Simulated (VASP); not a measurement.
A run of VASP 6.6.1 is set up as follows.

Contents of INCAR:

```
SYSTEM = AlN
PREC = Accurate
ENCUT = 520
EDIFF = 1E-6
ISMEAR = 0
SIGMA = 0.05
LREAL = .False.
LASPH = .True.
NELM = 80
ALGO = Normal
ISIF = 2
LWAVE = .False.
LCHARG = .True.
GGA = CA
LELF = .True.
LVHAR = .True.
NBANDS = 16
```

KPOINTS

```
regular mesh
0
Gamma
  9 9 6
  0 0 0
```

File POSCAR:

```
AlN
1.0
    3.2211525400      0.0000000000      0.0000000000
   -1.6105762700      2.7895999291      0.0000000000
    0.0000000000      0.0000000000      4.0322059422
Al N
2 2
Direct
    0.3333333333      0.6666666667      0.7718758780
    0.6666666667      0.3333333333      0.2718758780
    0.3333333333      0.6666666667      0.2078607238
    0.6666666667      0.3333333333      0.7078607238
```

Potentials or basis: VASP PAW LDA potentials, release 64 (Al, N).

The run is started by

```console
$ cat potpaw_LDA.64/Al/POTCAR potpaw_LDA.64/N/POTCAR > POTCAR
$ mpirun -np 1 vasp_std > vasp.out
```

Task: Estimate the pressure.

Result: 22.6 GPa.

Task: What does it give for the largest force?

Result: 2.339 eV/Å.

Task: What does it give for the band gap on the k mesh?

Result: 4.27 eV, direct.

Stress tensor (GPa, compression positive):
```
 8.44  0.00  0.00
 0.00  8.44  0.00
 0.00  0.00 51.01
```

Caveat: forces of over 1 eV/Å act on the atoms, so gaps and moduli don't describe the material at rest. A k mesh can miss the band edges.
